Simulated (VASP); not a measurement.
# LiCl in VASP: further runs

The runs below take LiCl through single point, relaxation of cell and atoms, with PBE.

Program: VASP 6.6.1. These are calculated values, not measurements. Logs are shortened: lines on timing, memory, paths and dates and some standing lists are left out, and cuts for length are marked.

## (1) The cell of the first run

It takes space group Fm-3m (No. 225, cubic). The conventional cell has a = 5.149 Å, b = 5.149 Å, c = 5.149 Å, α = 90.00°, β = 90.00°, γ = 90.00°. Li (site symmetry m-3m) has 6 Cl at 2.57 Å within 3.4 Å. Within 3.4 Å of Cl (site symmetry m-3m) lie 6 Li at 2.57 Å.

The cell was generated, and may not be a known phase.

## (2) Single point, PBE

INCAR reads:

```
PREC = Accurate ; ENCUT = 520
EDIFF = 1E-6 ; ISMEAR = 0
SIGMA = 0.02 ; LREAL = False
LASPH = True ; NELM = 100
ALGO = Normal ; ISIF = 2
LWAVE = False ; LCHARG = True
GGA = PE ; LELF = True
LVHAR = True ; NBANDS = 12
```

KPOINTS reads:

```
Automatic mesh
0
Gamma
  8 8 8
```

POSCAR reads:

```
LiCl
1.0
    0.0000000000      2.5746113100      2.5746113100
    2.5746113100      0.0000000000      2.5746113100
    2.5746113100      2.5746113100      0.0000000000
Li Cl
1 1
Direct
    0.0000000000      0.0000000000      0.0000000000
    0.5000000000      0.5000000000      0.5000000000
```

Potentials or basis: VASP PAW PBE potentials, release 64 (Li_sv, Cl).

Run with:

```console
> cat potpaw_PBE.64/Li_sv/POTCAR potpaw_PBE.64/Cl/POTCAR > POTCAR
> mpirun -np 1 vasp_std > vasp.out
```

OUTCAR:

```text
PREC = Accurate
   ENCUT = 520
   EDIFF = 1E-6
   ISMEAR = 0
   LREAL = False
   LASPH = True
   NELM = 100
   ISIF = 2
   GGA = PE

 ion  position               nearest neighbor table
   1  0.000  0.000  0.000-   2 2.57   2 2.57   2 2.57   2 2.57   2 2.57   2 2.57
   2  0.500  0.500  0.500-   1 2.57   1 2.57   1 2.57   1 2.57   1 2.57   1 2.57

  LATTYP: Found a face centered cubic cell.
 ALAT       =     5.1492226200

  Lattice vectors:

 A1 = (   0.0000000000,   2.5746113100,   2.5746113100)
 A2 = (   2.5746113100,   0.0000000000,   2.5746113100)
 A3 = (   2.5746113100,   2.5746113100,   0.0000000000)

Analysis of symmetry for initial positions (statically):
=====================================================================
 Subroutine PRICEL returns:
 Original cell was already a primitive cell.

 Routine SETGRP: Setting up the symmetry group for a
 face centered cubic supercell.

 Subroutine GETGRP returns: Found 48 space group operations
 (whereof 48 operations were pure point group operations)
 out of a pool of 48 trial point group operations.

The static configuration has the point symmetry O_h .

Analysis of symmetry for dynamics (positions and initial velocities):
=====================================================================
 Subroutine PRICEL returns:
 Original cell was already a primitive cell.

 Routine SETGRP: Setting up the symmetry group for a
 face centered cubic supercell.

 Subroutine GETGRP returns: Found 48 space group operations
 (whereof 48 operations were pure point group operations)
 out of a pool of 48 trial point group operations.

The dynamic configuration has the point symmetry O_h .

 Subroutine INISYM returns: Found 48 space group operations
 (whereof 48 operations are pure point group operations),
 and found     1 'primitive' translations

----------------------------------------------------------------------------------------

                                     Primitive cell

  volume of cell :      34.1323

  direct lattice vectors                    reciprocal lattice vectors
     0.000000000  2.574611310  2.574611310    -0.194204072  0.194204072  0.194204072
     2.574611310  0.000000000  2.574611310     0.194204072 -0.194204072  0.194204072
     2.574611310  2.574611310  0.000000000     0.194204072  0.194204072 -0.194204072

  length of vectors
     3.641050232  3.641050232  3.641050232     0.336371320  0.336371320  0.336371320

  position of ions in fractional coordinates (direct lattice)
     0.000000000  0.000000000  0.000000000
     0.500000000  0.500000000  0.500000000

  ion indices of the primitive-cell ions
   primitive index   ion index
                 1           1
                 2           2

----------------------------------------------------------------------------------------

 KPOINTS: Automatic mesh

Automatic generation of k-mesh.
 Grid dimensions read from file:
 generate k-points for:    8    8    8

 Generating k-lattice:

  Cartesian coordinates                     Fractional coordinates (reciprocal lattice)
    -0.024275509  0.024275509  0.024275509     0.125000000  0.000000000  0.000000000
     0.024275509 -0.024275509  0.024275509     0.000000000  0.125000000  0.000000000
     0.024275509  0.024275509 -0.024275509     0.000000000  0.000000000  0.125000000

  Length of vectors
     0.042046415  0.042046415  0.042046415

  Shift w.r.t. Gamma in fractional coordinates (k-lattice)
     0.000000000  0.000000000  0.000000000

 Subroutine IBZKPT returns following result:
 ===========================================

 Found     29 irreducible k-points:

 Following reciprocal coordinates:
            Coordinates               Weight
  0.000000  0.000000  0.000000      1.000000
  0.125000  0.000000  0.000000      8.000000
  0.250000  0.000000  0.000000      8.000000
  0.375000  0.000000  0.000000      8.000000
  0.500000  0.000000  0.000000      4.000000
  0.125000  0.125000  0.000000      6.000000
[... 16 lines left out ...]
  0.500000  0.250000  0.125000     48.000000
 -0.375000  0.250000  0.125000     24.000000
 [... further k-points ...]
   k-points           NKPTS =     29   k-points in BZ     NKDIM =     29   number of bands    NBANDS=     12
   number of dos      NEDOS =    301   number of ions     NIONS =      2
   total plane-waves  NPLWV =  21952
   dimension x,y,z NGX =    28 NGY =   28 NGZ =   28
   dimension x,y,z NGXF=    56 NGYF=   56 NGZF=   56
   ions per type =               1   1
   NGX,Y,Z   is equivalent  to a cutoff of  12.78, 12.78, 12.78 a.u.
   NGXF,Y,Z  is equivalent  to a cutoff of  25.57, 25.57, 25.57 a.u.
 SYSTEM =  unknown system
   PREC   = accura    normal or accurate (medium, high low for compatibility)
   ISTART =      0    job   : 0-new  1-cont  2-samecut
   ICHARG =      2    charge: 1-file 2-atom 10-const
   ISPIN  =      1    spin polarized calculation?
   LNONCOLLINEAR =      F non collinear calculations
   LSORBIT =      F    spin-orbit coupling
   LASPH  =      T    aspherical Exc in radial PAW
   ENCUT  =  520.0 eV  38.22 Ry    6.18 a.u.   6.77  6.77  6.77*2*pi/ulx,y,z
   NELM   =    100;   NELMIN=  2; NELMDL= -5     # of ELM steps
   EDIFF  = 0.1E-05   stopping-criterion for ELM
   LREAL  =      F    real-space projection
   EDIFFG = 0.1E-04   stopping-criterion for IOM
   NSW    =      0    number of steps for IOM
   IBRION =     -1    ionic relax: 0-MD 1-quasi-New 2-CG
   NFREE  =      0    steps in history (QN), initial steepest desc. (CG)
   ISIF   =      2    stress and relaxation
   ISYM   =      2    0-nonsym 1-usesym 2-fastsym
   POTIM  = 0.5000    time-step for ionic-motion
   TEBEG  =    0.0;   TEEND  =   0.0 temperature during run
   PSTRESS=    0.0 pullay stress
   NELECT =      10.0000    total number of electrons
   NUPDOWN=      -1.0000    fix difference up-down
   EMIN   =  10.00;   EMAX   =-10.00  energy-range for DOS
   EFERMI =   0.00;   METHOD = LEGACY
   ISMEAR =     0;   SIGMA  =   0.02  broadening in eV -4-tet -1-fermi 0-gaus
   EFERMI_NEDOS =   21; number of points for ismear=-14 and -15
   IALGO  =     38    algorithm
   IMIX   =      4    mixing-type and parameters
     AMIX     =   0.40;   BMIX     =  1.00
     AMIX_MAG =   1.60;   BMIX_MAG =  1.00
  volume/ion in A,a.u.               =      17.07       115.17
  Fermi-wavevector in a.u.,A,eV,Ry     =   1.087309  2.054717 16.085377  1.182242
  Thomas-Fermi vector in A             =   2.223466
   LORBIT       =      0    0 simple, 1 ext, 2 COOP (PROOUT), +10 PAW based schemes
   GGA     = PE    functional components
   LHFCALC =     F    Hartree Fock is set to
   AEXX    =    0.0000 exact exchange contribution
   IVDW    =     0    specifies the selected vdW correction
   LEPSILON=     F    determine dielectric tensor
   LRPA    =     F    only Hartree local field effects (RPA)
 non-spin polarized calculation
 Gauss-broadening in eV      SIGMA  =   0.02
  energy-cutoff  :      520.00
  volume of cell :       34.13
 maximum number of plane-waves:       941
   NGX = 13   NGY = 13   NGZ = 13

 number of electron      10.0000008 magnetization

 Free energy of the ion-electron system (eV)
  ---------------------------------------------------
  ext. energy  EPLUGINS =         0.00000000
  ---------------------------------------------------
  free energy    TOTEN  =        -7.38622550 eV

  energy without entropy =       -7.38622550  energy(sigma->0) =       -7.38622550

 E-fermi :   0.6039     XC(G=0):  -8.6813

 val. band max:        0.4937821959   @ k =   0.0000   0.0000   0.0000
 cond. band min:       6.7682900106   @ k =   0.0000   0.0000   0.0000
 fundamental gap:      6.2745078148
 Fermi energy:         0.6038745037

 k-point     1 :       0.0000    0.0000    0.0000
  band No.  band energies     occupation
      1     -43.0493      2.00000
      2     -12.8629      2.00000
      3       0.4938      2.00000
      4       0.4938      2.00000
      5       0.4938      2.00000
      6       6.7683      0.00000
      7      12.4224      0.00000
      8      12.4224      0.00000
      9      12.4224      0.00000
     10      14.9528      0.00000
     11      14.9529      0.00000
     12      14.9529      0.00000

 k-point     2 :       0.1250    0.0000    0.0000
  band No.  band energies     occupation
      1     -43.0489      2.00000
      2     -12.7892      2.00000
      3      -0.0234      2.00000
      4       0.4537      2.00000
      5       0.4537      2.00000
      6       7.2286      0.00000
      7      11.6326      0.00000
      8      12.3137      0.00000
      9      12.3137      0.00000
     10      13.5651      0.00000
     11      13.5652      0.00000
     12      15.4157      0.00000

 k-point     3 :       0.2500    0.0000    0.0000
  band No.  band energies     occupation
      1     -43.0480      2.00000
      2     -12.6018      2.00000
      3      -1.0594      2.00000
      4       0.3618      2.00000
      5       0.3618      2.00000
      6       7.6754      0.00000
      7      11.1716      0.00000
      8      11.1717      0.00000
      9      11.4280      0.00000
     10      14.4176      0.00000
     11      14.4176      0.00000
     12      15.9777      0.00000
[... 286 lines left out ...]
 k-point    23 :       0.5000    0.2500    0.1250
  band No.  band energies     occupation
      1     -43.0466      2.00000
      2     -12.2740      2.00000
      3      -1.7778      2.00000
      4      -0.6890      2.00000
      5       0.0143      2.00000
      6       8.8549      0.00000
      7       9.8569      0.00000
      8      10.8306      0.00000
      9      11.8197      0.00000
     10      14.8573      0.00000
     11      17.9189      0.00000
     12      18.2989      0.00000

 k-point    24 :      -0.3750    0.2500    0.1250
  band No.  band energies     occupation
      1     -43.0464      2.00000
      2     -12.1978      2.00000
      3      -2.0035      2.00000
      4      -0.7831      2.00000
      5      -0.0724      2.00000
      6       8.6830      0.00000
      7       9.8009      0.00000
      8      11.0153      0.00000
      9      12.1761      0.00000
     10      15.9728      0.00000
     11      16.5450      0.00000
     12      18.6053      0.00000

 [... further k-points ...]

------------------------ aborting loop because EDIFF is reached ----------------------------------------

  FORCE on cell =-STRESS in cart. coord.  units (eV):
  Direction    XX          YY          ZZ          XY          YZ          ZX
  --------------------------------------------------------------------------------------
  -------------------------------------------------------------------------------------
  Total       -0.0153231     -0.0153231     -0.0153231      0.0000000     -0.0000000      0.0000000
  in kB       -0.7192727     -0.7192727     -0.7192727      0.0000000     -0.0000000      0.0000000
  external PRESSURE =      -0.7192727 kB  Pullay stress =       0.0000000 kB

 VOLUME and BASIS-vectors are now :
 -----------------------------------------------------------------------------
  energy-cutoff  :      520.00
  volume of cell :       34.13
      direct lattice vectors                 reciprocal lattice vectors
     0.000000000  2.574611310  2.574611310    -0.194204072  0.194204072  0.194204072
     2.574611310  0.000000000  2.574611310     0.194204072 -0.194204072  0.194204072
     2.574611310  2.574611310  0.000000000     0.194204072  0.194204072 -0.194204072

 POSITION                                       TOTAL-FORCE (eV/Angst)
 -----------------------------------------------------------------------------------
      0.00000      0.00000      0.00000         0.000000      0.000000      0.000000
      2.57461      2.57461      2.57461        -0.000000     -0.000000      0.000000
 -----------------------------------------------------------------------------------
    total drift:                                0.000000      0.000000      0.000000

  FREE ENERGIE OF THE ION-ELECTRON SYSTEM (eV)
  ---------------------------------------------------
  free  energy   TOTEN  =        -7.3862254989 eV

  energy  without entropy=       -7.3862254989  energy(sigma->0) =       -7.38622550
```

Wall time 6 s (1 thread of AMD EPYC 9R45 (Zen 5), shared host); peak memory 0.12 GiB.

What came out:

```
Free energy            : -7.3862 eV
Band gap on the k mesh : 6.27 eV
```

Caveat: the cutoff is under 1.25 times the usual one of these potentials, so pressure, stress and relaxed cells hold a basis-set (Pulay) error. A k mesh can miss the band edges.

## (3) Single point, PBE

INCAR reads:

```
SYSTEM = LiCl
  ALGO = Normal
  EDIFF = 1E-6
  ENCUT = 520
  GGA = PE
  ISIF = 2
  ISMEAR = 0
  LASPH = .TRUE.
  LCHARG = .TRUE.
  LELF = .TRUE.
  LREAL = .FALSE.
  LVHAR = .TRUE.
  LWAVE = .FALSE.
  NBANDS = 12
  NELM = 60
  PREC = Accurate
  SIGMA = 0.02
```

KPOINTS reads:

```
k-points
0
G
  8 8 8
  0 0 0
```

POSCAR is that of step 2.

Potentials or basis: VASP PAW PBE potentials, release 64 (Li_sv, Cl).

Run with:

```console
> cat potpaw_PBE.64/Li_sv/POTCAR potpaw_PBE.64/Cl/POTCAR > POTCAR
> mpirun -np 1 vasp_std > vasp.out
```

It took 6.1 s on 1 thread of AMD EPYC 9R45 (Zen 5), shared host; peak memory 0.12 GiB.

It converged, with:

* Free energy: -7.3862 eV
* Band gap on the k mesh: 6.27 eV

Levels at points of the mesh, in eV from the valence-band top:
```
           k point  band 1  band 2  band 3  band 4  band 5  band 6  band 7  band 8  band 9  band 10
(0.00, 0.00, 0.00)  -43.54  -13.36    0.00    0.00    0.00    6.27   11.93   11.93   11.93    14.46
(0.50, 0.00, 0.00)  -43.54  -12.80   -2.76   -0.25   -0.25    6.75    9.49    9.49   12.86    16.83
(0.50, 0.50, 0.00)  -43.54  -12.57   -2.84   -1.08   -1.08    7.86    8.31   12.34   14.03    14.03
```

Caveat: the cutoff is under 1.25 times the usual one of these potentials, so pressure, stress and relaxed cells hold a basis-set (Pulay) error. A k mesh can miss the band edges.

[end of part 1 of 2]
